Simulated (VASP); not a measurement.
## CaZr3N2: single point with PBE

CaZr3N2:

```
Ca Zr N
1.0
     7.08071    0.00000    0.00000
    -3.54036    6.13208    0.00000
     0.00000    0.00000    3.31781
Ca Zr N
1 3 2
Direct
  0.00000 0.00000 0.00000
  0.50000 0.00000 0.00000
  0.00000 0.50000 0.00000
  0.50000 0.50000 0.00000
  0.33333 0.66667 0.00000
  0.66667 0.33333 0.00000
```

| Quantity | Value |
| --- | --- |
| Program | VASP 6.6.1 |
| Task | single point |
| Functional | PBE |
| Potentials or basis | VASP PAW PBE potentials, release 64 (Ca_sv, Zr_sv, N) |
| Cutoff | 520 eV |
| k mesh | 6 × 6 × 6 |
| Occupations | gaussian, width 0.1 eV |
| Spin | no spin polarisation |

```
Pressure               : 0.1 GPa
Band gap on the k mesh : zero (band 28 reaches 5.37 eV, above the bottom of band 29 at 4.51 eV)
```

Stress tensor (GPa, compression positive):
```
 0.18  0.00  0.00
 0.00  0.18  0.00
 0.00  0.00 -0.05
```

Levels at points of the mesh, in eV from the Fermi level:
```
           k point  band 26  band 27  band 28  band 29  band 30  band 31
(0.00, 0.00, 0.00)    -1.46    -1.21    -0.93    -0.19    -0.19     0.77
(0.50, 0.00, 0.00)    -1.62    -1.53    -0.94    -0.50    -0.11     0.35
(0.00, 0.00, 0.50)    -1.29    -1.29     0.15     0.15     1.09     1.14
(0.50, 0.00, 0.50)    -0.87    -0.39     0.01     0.14     0.70     0.84
```

It took 3.3 min on 1 thread of AMD EPYC 7R43 64-Core Processor (Zen 3), with other jobs on the host, peak memory 0.29 GiB.
